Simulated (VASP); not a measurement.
# Si3Ge (P6/mmm) in VASP: further runs

Runs on Si3Ge. Level: PBE. Tasks: single point.

Program: VASP 6.6.1. These are calculated values, not measurements. Logs are shortened: lines on timing, memory, paths and dates and some standing lists are left out, and cuts for length are marked.

**1. The cell of the first run**

The structure is hexagonal, space group P6/mmm (No. 191). The conventional cell has a = 2.715 Å, b = 2.715 Å, c = 10.111 Å, α = 90.00°, β = 90.00°, γ = 120.00°. Si (site symmetry 6/mmm) has 8 Si at 2.46 to 2.71 Å within 3.3 Å. Si (site symmetry 6mm) has 7 Si at 2.46 to 2.71 Å and 1 Ge at 2.59 Å within 3.3 Å. Within 3.4 Å of Ge (site symmetry 6/mmm) lie 2 Si at 2.59 Å and 6 Ge at 2.71 Å.

**2. Single point, PBE**

The input, INCAR:

```
SYSTEM = Si3Ge
ALGO = Normal ; EDIFF = 1E-7
ENCUT = 520 ; GGA = PE
ISIF = 2 ; ISMEAR = 0
LASPH = .True. ; LCHARG = .False.
LREAL = .False. ; LWAVE = .False.
NBANDS = 21 ; NELM = 100
PREC = Accurate ; SIGMA = 0.1
```

The input, KPOINTS:

```
k-points
0
Gamma
  21 21 6
  0 0 0
```

The input, POSCAR:

```
Si3Ge
1.0
    2.7149955128      0.0000000000      0.0000000000
   -1.3574977564      2.3512550852      0.0000000000
    0.0000000000      0.0000000000     10.1106116864
Si Ge
3 1
Direct
    0.0000000000      0.0000000000      0.5000000000
    0.0000000000      0.0000000000      0.7435579802
    0.0000000000      0.0000000000      0.2564420198
    0.0000000000      0.0000000000      0.0000000000
```

Potentials or basis: VASP PAW PBE potentials, release 64 (Si, Ge_d).

Launch:

```console
> cat potpaw_PBE.64/Si/POTCAR potpaw_PBE.64/Ge_d/POTCAR > POTCAR
> mpirun -np 1 vasp_std > vasp.out
```

OUTCAR:

```text
SYSTEM = Si3Ge
   EDIFF = 1E-7
   ENCUT = 520
   GGA = PE
   ISIF = 2
   ISMEAR = 0
   LASPH = .True.
   LREAL = .False.
   NELM = 100
   PREC = Accurate

 ion  position               nearest neighbor table
   1  0.000  0.000  0.500-   2 2.46   3 2.46
   2  0.000  0.000  0.744-   1 2.46   4 2.59
   3  0.000  0.000  0.256-   1 2.46   4 2.59
   4  0.000  0.000  0.000-   2 2.59   3 2.59

  LATTYP: Found a hexagonal cell.
 ALAT       =     2.7149955128
 C/A-ratio  =     3.7239883597

  Lattice vectors:

 A1 = (   2.7149955128,   0.0000000000,   0.0000000000)
 A2 = (  -1.3574977564,   2.3512550852,   0.0000000000)
 A3 = (   0.0000000000,   0.0000000000,  10.1106116864)

Analysis of symmetry for initial positions (statically):
=====================================================================
 Subroutine PRICEL returns:
 Original cell was already a primitive cell.

 Routine SETGRP: Setting up the symmetry group for a
 hexagonal supercell.

 Subroutine GETGRP returns: Found 24 space group operations
 (whereof 24 operations were pure point group operations)
 out of a pool of 24 trial point group operations.

The static configuration has the point symmetry D_6h.

Analysis of symmetry for dynamics (positions and initial velocities):
=====================================================================
 Subroutine PRICEL returns:
 Original cell was already a primitive cell.

 Routine SETGRP: Setting up the symmetry group for a
 hexagonal supercell.

 Subroutine GETGRP returns: Found 24 space group operations
 (whereof 24 operations were pure point group operations)
 out of a pool of 24 trial point group operations.

The dynamic configuration has the point symmetry D_6h.

 Subroutine INISYM returns: Found 24 space group operations
 (whereof 24 operations are pure point group operations),
 and found     1 'primitive' translations

----------------------------------------------------------------------------------------

                                     Primitive cell

  volume of cell :      64.5426

  direct lattice vectors                    reciprocal lattice vectors
     2.714995513  0.000000000  0.000000000     0.368324734  0.212652384  0.000000000
    -1.357497756  2.351255085  0.000000000     0.000000000  0.425304769  0.000000000
     0.000000000  0.000000000 10.110611686     0.000000000  0.000000000  0.098905984

  length of vectors
     2.714995513  2.714995513 10.110611686     0.425304769  0.425304769  0.098905984

  position of ions in fractional coordinates (direct lattice)
     0.000000000  0.000000000  0.500000000
     0.000000000  0.000000000  0.743557980
     0.000000000  0.000000000  0.256442020
     0.000000000  0.000000000  0.000000000

  ion indices of the primitive-cell ions
   primitive index   ion index
                 1           1
                 2           2
                 3           3
                 4           4

----------------------------------------------------------------------------------------

 KPOINTS: k-points

Automatic generation of k-mesh.
 Grid dimensions read from file:
 generate k-points for:   21   21    6

 Generating k-lattice:

  Cartesian coordinates                     Fractional coordinates (reciprocal lattice)
     0.017539273  0.010126304  0.000000000     0.047619048 -0.000000000  0.000000000
     0.000000000  0.020252608  0.000000000     0.000000000  0.047619048  0.000000000
     0.000000000  0.000000000  0.016484331     0.000000000  0.000000000  0.166666667

  Length of vectors
     0.020252608  0.020252608  0.016484331

  Shift w.r.t. Gamma in fractional coordinates (k-lattice)
     0.000000000  0.000000000  0.000000000

 Subroutine IBZKPT returns following result:
 ===========================================

 Found    192 irreducible k-points:

 Following reciprocal coordinates:
            Coordinates               Weight
  0.000000  0.000000  0.000000      1.000000
  0.047619  0.000000  0.000000      6.000000
  0.095238  0.000000  0.000000      6.000000
  0.142857  0.000000  0.000000      6.000000
  0.190476  0.000000  0.000000      6.000000
  0.238095  0.000000  0.000000      6.000000
[... 16 lines left out ...]
  0.142857  0.095238  0.000000     12.000000
  0.190476  0.095238  0.000000     12.000000
 [... further k-points ...]
   k-points           NKPTS =    192   k-points in BZ     NKDIM =    192   number of bands    NBANDS=     21
   number of dos      NEDOS =    301   number of ions     NIONS =      4
   total plane-waves  NPLWV =  32000
   dimension x,y,z NGX =    20 NGY =   20 NGZ =   80
   dimension x,y,z NGXF=    40 NGYF=   40 NGZF=  160
   ions per type =               3   1
   NGX,Y,Z   is equivalent  to a cutoff of  12.25, 12.25, 13.15 a.u.
   NGXF,Y,Z  is equivalent  to a cutoff of  24.49, 24.49, 26.31 a.u.
 SYSTEM =  Si3Ge
   PREC   = accura    normal or accurate (medium, high low for compatibility)
   ISTART =      0    job   : 0-new  1-cont  2-samecut
   ICHARG =      2    charge: 1-file 2-atom 10-const
   ISPIN  =      1    spin polarized calculation?
   LNONCOLLINEAR =      F non collinear calculations
   LSORBIT =      F    spin-orbit coupling
   LASPH  =      T    aspherical Exc in radial PAW
   ENCUT  =  520.0 eV  38.22 Ry    6.18 a.u.   5.05  5.05 18.80*2*pi/ulx,y,z
   NELM   =    100;   NELMIN=  2; NELMDL= -5     # of ELM steps
   EDIFF  = 0.1E-06   stopping-criterion for ELM
   LREAL  =      F    real-space projection
   EDIFFG = 0.1E-05   stopping-criterion for IOM
   NSW    =      0    number of steps for IOM
   IBRION =     -1    ionic relax: 0-MD 1-quasi-New 2-CG
   NFREE  =      0    steps in history (QN), initial steepest desc. (CG)
   ISIF   =      2    stress and relaxation
   ISYM   =      2    0-nonsym 1-usesym 2-fastsym
   POTIM  = 0.5000    time-step for ionic-motion
   TEBEG  =    0.0;   TEEND  =   0.0 temperature during run
   PSTRESS=    0.0 pullay stress
   NELECT =      26.0000    total number of electrons
   NUPDOWN=      -1.0000    fix difference up-down
   EMIN   =  10.00;   EMAX   =-10.00  energy-range for DOS
   EFERMI =   0.00;   METHOD = LEGACY
   ISMEAR =     0;   SIGMA  =   0.10  broadening in eV -4-tet -1-fermi 0-gaus
   EFERMI_NEDOS =   21; number of points for ismear=-14 and -15
   IALGO  =     38    algorithm
   IMIX   =      4    mixing-type and parameters
     AMIX     =   0.40;   BMIX     =  1.00
     AMIX_MAG =   1.60;   BMIX_MAG =  1.00
  volume/ion in A,a.u.               =      16.14       108.89
  Fermi-wavevector in a.u.,A,eV,Ry     =   1.209067  2.284806 19.889595  1.461844
  Thomas-Fermi vector in A             =   2.344656
   LORBIT       =      0    0 simple, 1 ext, 2 COOP (PROOUT), +10 PAW based schemes
   GGA     = PE    functional components
   LHFCALC =     F    Hartree Fock is set to
   AEXX    =    0.0000 exact exchange contribution
   IVDW    =     0    specifies the selected vdW correction
   LEPSILON=     F    determine dielectric tensor
   LRPA    =     F    only Hartree local field effects (RPA)
 non-spin polarized calculation
 Gauss-broadening in eV      SIGMA  =   0.10
  energy-cutoff  :      520.00
  volume of cell :       64.54
 maximum number of plane-waves:      1766
   NGX = 11   NGY = 11   NGZ = 37

 number of electron      25.9999987 magnetization

 Free energy of the ion-electron system (eV)
  ---------------------------------------------------
  ext. energy  EPLUGINS =         0.00000000
  ---------------------------------------------------
  free energy    TOTEN  =       -19.45986168 eV

  energy without entropy =      -19.45430127  energy(sigma->0) =      -19.45708147

 E-fermi :   8.4801     XC(G=0): -11.0240

 val. band max:        8.4771487161   @ k =   0.3333   0.1905   0.1667
 cond. band min:       8.4858007658   @ k =   0.2381   0.1429   0.0000
 fundamental gap:      0.0086520497
 Fermi energy:         8.4800878931

 k-point     1 :       0.0000    0.0000    0.0000
  band No.  band energies     occupation
      1     -16.2969      2.00000
      2     -16.2969      2.00000
      3     -16.2784      2.00000
      4     -16.1219      2.00000
      5     -16.1219      2.00000
      6      -5.2254      2.00000
[... 13 lines left out ...]
     20      19.1522      0.00000
     21      20.4235      0.00000

 k-point     2 :       0.0476    0.0000    0.0000
  band No.  band energies     occupation
      1     -16.2981      2.00000
      2     -16.2927      2.00000
      3     -16.2753      2.00000
      4     -16.1245      2.00000
      5     -16.1225      2.00000
      6      -5.1653      2.00000
[... 13 lines left out ...]
     20      18.8564      0.00000
     21      20.3041      0.00000

 k-point     3 :       0.0952    0.0000    0.0000
  band No.  band energies     occupation
      1     -16.3025      2.00000
      2     -16.2802      2.00000
      3     -16.2652      2.00000
      4     -16.1319      2.00000
      5     -16.1241      2.00000
      6      -4.9849      2.00000
[... 13 lines left out ...]
     20      18.2053      0.00000
     21      19.2095      0.00000

 k-point     4 :       0.1429    0.0000    0.0000
  band No.  band energies     occupation
      1     -16.3104      2.00000
      2     -16.2606      2.00000
      3     -16.2487      2.00000
      4     -16.1434      2.00000
      5     -16.1266      2.00000
      6      -4.6843      2.00000
[... 13 lines left out ...]
     20      17.4666      0.00000
     21      17.5617      0.00000

 k-point     5 :       0.1905    0.0000    0.0000
  band No.  band energies     occupation
      1     -16.3209      2.00000
      2     -16.2356      2.00000
      3     -16.2275      2.00000
      4     -16.1580      2.00000
      5     -16.1298      2.00000
      6      -4.2638      2.00000
[... 13 lines left out ...]
     20      16.9034      0.00000
     21      17.0249      0.00000

 k-point     6 :       0.2381    0.0000    0.0000
  band No.  band energies     occupation
      1     -16.3329      2.00000
      2     -16.2073      2.00000
      3     -16.2038      2.00000
      4     -16.1742      2.00000
      5     -16.1334      2.00000
      6      -3.7241      2.00000
[... 13 lines left out ...]
     20      16.4574      0.00000
     21      16.9169      0.00000

 k-point     7 :       0.2857    0.0000    0.0000
  band No.  band energies     occupation
      1     -16.3453      2.00000
      2     -16.1907      2.00000
      3     -16.1799      2.00000
      4     -16.1782      2.00000
      5     -16.1371      2.00000
      6      -3.0668      2.00000
[... 13 lines left out ...]
     20      15.5426      0.00000
     21      16.0424      0.00000
[... 291 lines left out ...]
      1     -16.3716      2.00000
      2     -16.2301      2.00000
      3     -16.1477      2.00000
      4     -16.1244      2.00000
      5     -16.1074      2.00000
      6       0.0806      2.00000
[... 13 lines left out ...]
     20      13.8852      0.00000
     21      15.7803      0.00000

 k-point    21 :       0.4762    0.0476    0.0000
  band No.  band energies     occupation
      1     -16.3735      2.00000
      2     -16.2324      2.00000
      3     -16.1483      2.00000
      4     -16.1196      2.00000
      5     -16.1045      2.00000
      6       0.7303      2.00000
[... 13 lines left out ...]
     20      13.9280      0.00000
     21      15.4120      0.00000

 k-point    22 :       0.0952    0.0952    0.0000
  band No.  band energies     occupation
      1     -16.3061      2.00000
      2     -16.2697      2.00000
      3     -16.2281      2.00000
      4     -16.1492      2.00000
      5     -16.1287      2.00000
      6      -4.5041      2.00000
[... 13 lines left out ...]
     20      17.5438      0.00000
     21      17.8554      0.00000

 k-point    23 :       0.1429    0.0952    0.0000
  band No.  band energies     occupation
      1     -16.3116      2.00000
      2     -16.2566      2.00000
      3     -16.2017      2.00000
      4     -16.1624      2.00000
      5     -16.1325      2.00000
      6      -4.0838      2.00000
[... 13 lines left out ...]
     20      16.9976      0.00000
     21      17.1942      0.00000

 k-point    24 :       0.1905    0.0952    0.0000
  band No.  band energies     occupation
      1     -16.3204      2.00000
      2     -16.2362      2.00000
      3     -16.1770      2.00000
      4     -16.1752      2.00000
      5     -16.1368      2.00000
      6      -3.5445      2.00000
[... 13 lines left out ...]
     20      16.3552      0.00000
     21      16.8774      0.00000

 [... further k-points ...]

------------------------ aborting loop because EDIFF is reached ----------------------------------------

  FORCE on cell =-STRESS in cart. coord.  units (eV):
  Direction    XX          YY          ZZ          XY          YZ          ZX
  --------------------------------------------------------------------------------------
  -------------------------------------------------------------------------------------
  Total       -0.0033704     -0.0033704     -0.0193748      0.0000000      0.0000000      0.0000000
  in kB       -0.0836653     -0.0836653     -0.4809509      0.0000000      0.0000000      0.0000000
  external PRESSURE =      -0.2160938 kB  Pullay stress =       0.0000000 kB

 VOLUME and BASIS-vectors are now :
 -----------------------------------------------------------------------------
  energy-cutoff  :      520.00
  volume of cell :       64.54
      direct lattice vectors                 reciprocal lattice vectors
     2.714995513  0.000000000  0.000000000     0.368324734  0.212652384  0.000000000
    -1.357497756  2.351255085  0.000000000     0.000000000  0.425304769  0.000000000
     0.000000000  0.000000000 10.110611686     0.000000000  0.000000000  0.098905984

 POSITION                                       TOTAL-FORCE (eV/Angst)
 -----------------------------------------------------------------------------------
      0.00000      0.00000      5.05531         0.000000      0.000000     -0.000000
      0.00000      0.00000      7.51783         0.000000      0.000000     -0.002709
      0.00000      0.00000      2.59279        -0.000000     -0.000000      0.002709
      0.00000      0.00000      0.00000         0.000000      0.000000     -0.000000
 -----------------------------------------------------------------------------------
    total drift:                               -0.000000      0.000000     -0.000000

  FREE ENERGIE OF THE ION-ELECTRON SYSTEM (eV)
  ---------------------------------------------------
  free  energy   TOTEN  =       -19.4598616822 eV

  energy  without entropy=      -19.4543012664  energy(sigma->0) =      -19.45708147
```

Run time: 1.7 min. Hardware: 1 thread of Intel Xeon 6975P-C (Granite Rapids), shared host; peak memory 0.35 GiB.

Results:

| Property | Result |
| --- | --- |
| Free energy | -19.4599 eV |
| Pressure | 0.0 GPa |
| Band gap on the k mesh | zero (band 13 reaches 16.19 eV, above the bottom of band 14 at 5.64 eV) |

Forces in eV/Å, atoms in the order of the input:
```
Si   0.000  0.000  0.000
Si   0.000  0.000 -0.003
Si   0.000  0.000  0.003
Ge   0.000  0.000  0.000
```

Levels at points of the mesh, in eV from the Fermi level:
```tsv
k point	band 10	band 11	band 12	band 13	band 14	band 15	band 16	band 17
(0.00, 0.00, 0.00)	-6.68	-0.91	-0.76	7.71	8.16	9.21	9.21	10.29
(0.00, 0.00, 0.50)	-4.54	-4.38	3.07	3.74	9.34	9.34	9.77	9.77
```

**3. Single point, PBE**

This run uses another cell than the first one, of 16.89 Å³/atom, 1.047 times its volume.

The input, INCAR:

```
PREC = Accurate ; ENCUT = 500
EDIFF = 1E-6 ; ISMEAR = 0
SIGMA = 0.1 ; LREAL = F
LASPH = T ; NELM = 120
ALGO = Normal ; ISIF = 2
LWAVE = F ; LCHARG = T
GGA = PE ; LELF = T
LVHAR = T ; NBANDS = 21
GGA_COMPAT = F
```

The input, KPOINTS:

```
Automatic mesh
0
Gamma
  6 6 2
```

The input, POSCAR:

```
Si3Ge
1.0
    3.2088792900      0.0000000000      0.0000000000
   -1.6044396400      2.7789709800      0.0000000000
    0.0000000000      0.0000000000      7.5762546500
Si Ge
3 1
Direct
    0.0000000000      0.0000000000      0.5000000000
    0.0000000000      0.0000000000      0.7048046000
    0.0000000000      0.0000000000      0.2951954000
    0.0000000000      0.0000000000      0.0000000000
```

Potentials or basis: VASP PAW PBE potentials, release 64 (Si, Ge_d).

Launch:

```console
> cat potpaw_PBE.64/Si/POTCAR potpaw_PBE.64/Ge_d/POTCAR > POTCAR
> mpirun -np 1 vasp_std > vasp.out
```

Run time: 28 s. Hardware: 1 thread of Intel Xeon 8259CL, shared host; peak memory 0.18 GiB.

The run converged. Its results:

- Free energy: -0.7728 eV
- Pressure: 89.0 GPa
- Largest force: 32.994 eV/Å
- Band gap on the k mesh: zero (band 13 reaches 11.15 eV, above the bottom of band 14 at 5.09 eV)

Forces on the atoms (eV/Å):
```
Si    0.000   0.000   0.000
Si    0.000   0.000  32.994
Si    0.000   0.000 -32.994
Ge    0.000   0.000   0.000
```

Stress tensor (GPa, compression positive):
```
 -5.03   0.00   0.00
  0.00  -5.03   0.00
  0.00   0.00 277.19
```

Levels at points of the mesh, in eV from the Fermi level:
```tsv
k point	band 11	band 12	band 13	band 14	band 15	band 16
(0.00, 0.00, 0.00)	0.92	0.92	3.66	3.66	4.63	4.63
(0.50, 0.00, 0.00)	-3.78	-3.23	-1.01	1.09	1.80	2.30
(0.00, 0.00, 0.50)	0.99	0.99	2.85	3.06	3.06	5.17
(0.50, 0.00, 0.50)	-5.09	-1.67	-0.91	0.28	0.92	2.85
```

Caveat: the k points lie up to 0.41 Å⁻¹ apart; forces of over 1 eV/Å act on the atoms, so gaps and moduli don't describe the material at rest.
